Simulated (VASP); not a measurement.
Input of a VASP 6.6.1 run:

File INCAR:

```
PREC = Accurate
ENCUT = 520
EDIFF = 1E-6
ISMEAR = -1
SIGMA = 0.02
LREAL = False
LASPH = True
NELM = 100
ALGO = Normal
ISIF = 2
LWAVE = False
LCHARG = False
NBANDS = 30
```

File KPOINTS:

```
regular mesh
0
Gamma
  9 9 9
```

POSCAR

```
BaRhO3
1.0
    4.0671536667      0.0000000000      0.0000000000
    0.0000000000      4.0671536667      0.0000000000
    0.0000000000      0.0000000000      4.1495934868
Ba Rh O
1 1 3
Direct
    0.0000000000      0.0000000000      0.0000000000
    0.5000000000      0.5000000000      0.5000000000
    0.5000000000      0.0000000000      0.5000000000
    0.0000000000      0.5000000000      0.5000000000
    0.5000000000      0.5000000000      0.0000000000
```

Potentials or basis: VASP PAW LDA potentials, release 64 (Ba_sv, Rh_pv, O).

Run with:

```console
$ cat potpaw_LDA.64/Ba_sv/POTCAR potpaw_LDA.64/Rh_pv/POTCAR potpaw_LDA.64/O/POTCAR > POTCAR
$ mpirun -np 1 vasp_std > vasp.out
```

**Question.** Predict the pressure.

**Answer.** -14.6 GPa.

**Question.** What does it give for the band gap on the k mesh?

**Answer.** Zero (an odd number of electrons rules out a gap without spin polarisation).

Stress tensor (GPa, compression positive):
```
-14.40   0.00   0.00
  0.00 -14.40   0.00
  0.00   0.00 -14.91
```

Caveat: the cell stands under tension; spin-orbit coupling is left out, which moves the levels of the heavy elements; an odd number of electrons without spin polarisation forces a metal; a magnetic or distorted state may lie lower.
